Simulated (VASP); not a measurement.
# BeC (P6_3/mmc) in VASP: relaxation of cell and atoms with PBE

Aim: the relaxation of cell and atoms of BeC with PBE.

Everything below comes from runs of VASP 6.6.1. Logs are shortened: lines on timing, memory, paths and dates and some standing lists are left out, and cuts for length are marked.

## (1) The cell of the first run

It takes space group P6_3/mmc (No. 194, hexagonal). The conventional cell has a = 2.901 Å, b = 2.901 Å, c = 7.821 Å, α = 90.00°, β = 90.00°, γ = 120.00°. Be (site symmetry -6m2) has 6 C at 1.82 Å within 2.4 Å. Within 3.0 Å of Be (site symmetry -3m) lie 6 C at 2.09 Å and 12 Be at 2.57 to 2.90 Å. C (site symmetry 3m) has 1 C at 1.41 Å and 3 Be at 1.82 Å within 1.9 Å.

## (2) Relaxation of cell and atoms, PBE

Contents of INCAR:

```
  PREC = Accurate
  ENCUT = 600
  EDIFF = 1E-7
  ISMEAR = 0
  SIGMA = 0.1
  LREAL = False
  LASPH = True
  NELM = 60
  ALGO = Normal
  ISIF = 3
  LWAVE = False
  LCHARG = False
  GGA = PE
  IBRION = 2
  NSW = 100
  EDIFFG = -0.01
```

Contents of KPOINTS:

```
Automatic mesh
0
Gamma
  12 12 6
```

Contents of POSCAR:

```
BeC
1.0
    2.9007271542      0.0000000000      0.0000000000
   -1.4503635771      2.5121034050      0.0000000000
    0.0000000000      0.0000000000      7.8206104985
Be C
4 4
Direct
    0.6666666667      0.3333333333      0.7500000000
    0.0000000000      0.0000000000      0.0000000000
    0.3333333333      0.6666666667      0.2500000000
    0.0000000000      0.0000000000      0.5000000000
    0.3333333333      0.6666666667      0.8403988532
    0.6666666667      0.3333333333      0.1596011468
    0.6666666667      0.3333333333      0.3403988532
    0.3333333333      0.6666666667      0.6596011468
```

Potentials or basis: VASP PAW PBE potentials, release 64 (Be, C).

Started as:

```sh
$ cat potpaw_PBE.64/Be/POTCAR potpaw_PBE.64/C/POTCAR > POTCAR
$ mpirun -np 1 vasp_std > vasp.out
```

OUTCAR:

```text
PREC = Accurate
   ENCUT = 600
   EDIFF = 1E-7
   ISMEAR = 0
   LREAL = False
   LASPH = True
   NELM = 60
   ISIF = 3
   GGA = PE
   IBRION = 2
   NSW = 100
   EDIFFG = -0.01

 ion  position               nearest neighbor table
   1  0.667  0.333  0.750-   5 1.82   8 1.82   5 1.82   8 1.82   5 1.82   8 1.82
   2  0.000  0.000  0.000-   5 2.09   6 2.09   6 2.09   5 2.09   6 2.09   5 2.09
   3  0.333  0.667  0.250-   6 1.82   7 1.82   6 1.82   7 1.82   6 1.82   7 1.82
   4  0.000  0.000  0.500-   7 2.09   8 2.09   7 2.09   8 2.09   7 2.09   8 2.09
   5  0.333  0.667  0.840-   8 1.41   1 1.82   1 1.82   1 1.82   2 2.09   2 2.09   2 2.09
   6  0.667  0.333  0.160-   7 1.41   3 1.82   3 1.82   3 1.82   2 2.09   2 2.09   2 2.09
   7  0.667  0.333  0.340-   6 1.41   3 1.82   3 1.82   3 1.82   4 2.09   4 2.09   4 2.09
   8  0.333  0.667  0.660-   5 1.41   1 1.82   1 1.82   1 1.82   4 2.09   4 2.09   4 2.09

  LATTYP: Found a hexagonal cell.
 ALAT       =     2.9007271542
 C/A-ratio  =     2.6960862166

  Lattice vectors:

 A1 = (   2.9007271542,   0.0000000000,   0.0000000000)
 A2 = (  -1.4503635771,   2.5121034050,   0.0000000000)
 A3 = (   0.0000000000,   0.0000000000,   7.8206104985)

Analysis of symmetry for initial positions (statically):
=====================================================================
 Subroutine PRICEL returns:
 Original cell was already a primitive cell.

 Routine SETGRP: Setting up the symmetry group for a
 hexagonal supercell.

 Subroutine GETGRP returns: Found 24 space group operations
 (whereof 12 operations were pure point group operations)
 out of a pool of 24 trial point group operations.

The static configuration has the point symmetry D_3d.
 The point group associated with its full space group is D_6h.

Analysis of symmetry for dynamics (positions and initial velocities):
=====================================================================
 Subroutine PRICEL returns:
 Original cell was already a primitive cell.

 Routine SETGRP: Setting up the symmetry group for a
 hexagonal supercell.

 Subroutine GETGRP returns: Found 24 space group operations
 (whereof 12 operations were pure point group operations)
 out of a pool of 24 trial point group operations.

The dynamic configuration has the point symmetry D_3d.
 The point group associated with its full space group is D_6h.

[... 111 lines left out ...]
   LREAL  =      F    real-space projection
   EDIFFG = -.1E-01   stopping-criterion for IOM
   NSW    =    100    number of steps for IOM
   IBRION =      2    ionic relax: 0-MD 1-quasi-New 2-CG
   NFREE  =      1    steps in history (QN), initial steepest desc. (CG)
   ISIF   =      3    stress and relaxation
   ISYM   =      2    0-nonsym 1-usesym 2-fastsym
   POTIM  = 0.5000    time-step for ionic-motion
   TEBEG  =    0.0;   TEEND  =   0.0 temperature during run
   PSTRESS=    0.0 pullay stress
   NELECT =      24.0000    total number of electrons
   NUPDOWN=      -1.0000    fix difference up-down
   EMIN   =  10.00;   EMAX   =-10.00  energy-range for DOS
   EFERMI =   0.00;   METHOD = LEGACY
   ISMEAR =     0;   SIGMA  =   0.10  broadening in eV -4-tet -1-fermi 0-gaus
   EFERMI_NEDOS =   21; number of points for ismear=-14 and -15
   IALGO  =     38    algorithm
   IMIX   =      4    mixing-type and parameters
     AMIX     =   0.40;   BMIX     =  1.00
     AMIX_MAG =   1.60;   BMIX_MAG =  1.00
  volume/ion in A,a.u.               =       7.12        48.07
  Fermi-wavevector in a.u.,A,eV,Ry     =   1.227110  2.318902 20.487645  1.505799
  Thomas-Fermi vector in A             =   2.362086
   LORBIT       =      0    0 simple, 1 ext, 2 COOP (PROOUT), +10 PAW based schemes
   GGA     = PE    functional components
   LHFCALC =     F    Hartree Fock is set to
   AEXX    =    0.0000 exact exchange contribution
   IVDW    =     0    specifies the selected vdW correction
   LEPSILON=     F    determine dielectric tensor
   LRPA    =     F    only Hartree local field effects (RPA)
 conjugate gradient relaxation of ions
 non-spin polarized calculation
 Gauss-broadening in eV      SIGMA  =   0.10
  energy-cutoff  :      600.00
  volume of cell :       56.99
 maximum number of plane-waves:      1922
 NGX is ok and might be reduce to    24
   NGX = 11   NGY = 11   NGZ = 31

--------------------------------------- Ionic step        1  -------------------------------------------

 number of electron      24.0000001 magnetization

 Free energy of the ion-electron system (eV)
  ---------------------------------------------------
  ext. energy  EPLUGINS =         0.00000000
  ---------------------------------------------------
  free energy    TOTEN  =       -48.70891823 eV

  energy without entropy =      -48.70322789  energy(sigma->0) =      -48.70607306

------------------------ aborting loop because EDIFF is reached ----------------------------------------

  FORCE on cell =-STRESS in cart. coord.  units (eV):
  Direction    XX          YY          ZZ          XY          YZ          ZX
  --------------------------------------------------------------------------------------
  -------------------------------------------------------------------------------------
  Total       -0.0732206     -0.0732206      0.3189554      0.0000000     -0.0000000      0.0000000
  in kB       -2.0585373     -2.0585373      8.9671731      0.0000000     -0.0000000      0.0000000
  external PRESSURE =       1.6166995 kB  Pullay stress =       0.0000000 kB
[... 113 lines left out ...]
--------------------------------------- Ionic step        4  -------------------------------------------

 number of electron      24.0000001 magnetization

 Free energy of the ion-electron system (eV)
  ---------------------------------------------------
  ext. energy  EPLUGINS =         0.00000000
  ---------------------------------------------------
  free energy    TOTEN  =       -48.70914494 eV

  energy without entropy =      -48.70338169  energy(sigma->0) =      -48.70626331

 E-fermi :   7.4161     XC(G=0): -11.4885

 val. band max:        7.4064296545   @ k =   0.2500   0.2500   0.1667
 cond. band min:       7.4763439032   @ k =   0.3333   0.1667   0.5000
 fundamental gap:      0.0699142488
 Fermi energy:         7.4161236466

 k-point     1 :       0.0000    0.0000    0.0000
  band No.  band energies     occupation
      1     -10.1651      2.00000
      2      -9.7387      2.00000
      3      -4.8126      2.00000
      4      -1.7407      2.00000
      5      -0.5604      2.00000
      6       3.8584      2.00000
[... 457 lines left out ...]
      4      -1.1170      2.00000
      5      -0.3017      2.00000
      6       0.1256      2.00000
[... 9 lines left out ...]
     16      13.1879      0.00000
     17      13.7247      0.00000

 [... further k-points ...]
[... 5 lines left out ...]
  --------------------------------------------------------------------------------------
  -------------------------------------------------------------------------------------
  Total        0.0087338      0.0087338      0.0059797      0.0000000     -0.0000000      0.0000000
  in kB        0.2454959      0.2454959      0.1680815      0.0000000     -0.0000000      0.0000000
  external PRESSURE =       0.2196911 kB  Pullay stress =       0.0000000 kB
[... 23 lines left out ...]
  FREE ENERGIE OF THE ION-ELECTRON SYSTEM (eV)
  ---------------------------------------------------
  free  energy   TOTEN  =       -48.7091449373 eV

  energy  without entropy=      -48.7033816926  energy(sigma->0) =      -48.70626331

 reached required accuracy - stopping structural energy minimisation
```

OSZICAR:

```text
N       E                     dE             d eps       ncg     rms          rms(c)
DAV:   1     0.771849955615E+02    0.77185E+02   -0.12986E+04  2584   0.145E+03
DAV:   2    -0.457606859220E+02   -0.12295E+03   -0.12010E+03  3678   0.264E+02
DAV:   3    -0.512728957386E+02   -0.55122E+01   -0.54695E+01  3415   0.578E+01
DAV:   4    -0.513483926883E+02   -0.75497E-01   -0.75360E-01  3733   0.793E+00
[... 27 lines left out ...]
DAV:   1    -0.487091890606E+02   -0.11768E-03   -0.65889E-03  2678   0.615E-01    0.299E-02
DAV:   2    -0.487091565758E+02    0.32485E-04   -0.14171E-04  3825   0.898E-02    0.163E-02
DAV:   3    -0.487091450671E+02    0.11509E-04   -0.47844E-05  3408   0.399E-02    0.327E-03
DAV:   4    -0.487091449642E+02    0.10286E-06   -0.22108E-06  3509   0.112E-02    0.176E-03
DAV:   5    -0.487091449373E+02    0.26934E-07   -0.20321E-07  3257   0.332E-03
   4 F= -.48709145E+02 E0= -.48706263E+02  d E =-.736541E-04
```

It took 1.8 min on 1 thread of Intel Xeon Platinum 8559C (Emerald Rapids), shared host; peak memory 0.23 GiB.

What came out:

* Free energy: -48.7091 eV
* Relaxed volume: 7.12 Å³/atom
* Relaxed cell: a = 2.899 Å, b = 2.899 Å, c = 7.830 Å, α = 90.00°, β = 90.00°, γ = 120.00°
* Space group after relaxing (to 0.1 Å): P6_3/mmc (No. 194)
* Energy gained by relaxing: 0.0 meV/atom
* Ionic steps: 4
* Pressure after relaxing: 0.0 GPa
* Band gap on the k mesh: zero (bands 12 and 13 overlap by 5.94 eV)

Step by step:
```csv
step,energy change (eV),largest force (eV/Å),pressure (GPa),volume (Å³)
1,0.0000,0.0452,0.16,56.99
2,0.0008,0.1855,-0.53,57.05
3,-0.0002,0.0219,-0.04,57.01
4,-0.0002,0.0010,0.02,57.00
```

Final structure:
```xyz
8
Lattice="2.8993 0.0000 0.0000 -1.4496 2.5109 0.0000 0.0000 0.0000 7.8299" Properties=species:S:1:pos:R:3 pbc="T T T"
Be    1.4496    0.8370    5.8725
Be   -1.4496    2.5109    0.0000
Be    0.0000    1.6739    1.9575
Be   -1.4496    2.5109    3.9150
C     0.0000    1.6739    6.5803
C     1.4496    0.8370    1.2497
C     1.4496    0.8370    2.6653
C     0.0000    1.6739    5.1646
```

Levels at points of the mesh, in eV from the Fermi level:
| k point | band 10 | band 11 | band 12 | band 13 | band 14 | band 15 |
| --- | --- | --- | --- | --- | --- | --- |
| (0.00, 0.00, 0.00) | -2.66 | 3.47 | 3.47 | 3.48 | 3.48 | 5.36 |
| (0.50, 0.00, 0.00) | -4.10 | -3.44 | -2.86 | 0.48 | 2.97 | 4.86 |
| (0.00, 0.00, 0.50) | -2.72 | 3.44 | 3.44 | 3.44 | 3.44 | 6.68 |
| (0.50, 0.00, 0.50) | -4.83 | -2.53 | -2.53 | 1.56 | 1.56 | 5.20 |

The gap in the log of VASP goes by the Fermi energy; the results here count the filled bands.